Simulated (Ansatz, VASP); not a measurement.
## One calculation of GeW3, two programs

```
Ge W
1.0
    -2.62756    2.62756    2.62756
     2.62756   -2.62756    2.62756
     2.62756    2.62756   -2.62756
Ge W
1 3
Direct
  0.00000 0.00000 0.00000
  0.00000 0.50000 0.50000
  0.50000 0.00000 0.50000
  0.50000 0.50000 0.00000
```

Alike in both runs: task single point; functional PBE; k mesh 6 × 6 × 6; occupations gaussian, width 0.1 eV; no spin polarisation.

```csv
,VASP,Ansatz
version,VASP 6.6.1,Ansatz 0.2.0
potentials or method,"VASP PAW PBE potentials, release 64 (Ge_d, W_sv), cutoff 520 eV","scalar-relativistic, plane waves, PAW"
valence electrons in the cell,56,56
```

VASP gave:

| Property | Result |
| --- | --- |
| gap on the k mesh at the Fermi level (eV) | none |
| pressure (GPa) | 1.1 |

Problem. Which values does Ansatz return?

Solution. gap on the k mesh at the Fermi level (eV): none; pressure (GPa): 0.7.

A gap of «none» marks a metal or a gap that the smearing closes. With one functional, cell and mesh, what is left measures potentials, basis and numerics.

Spin-orbit coupling is off throughout.
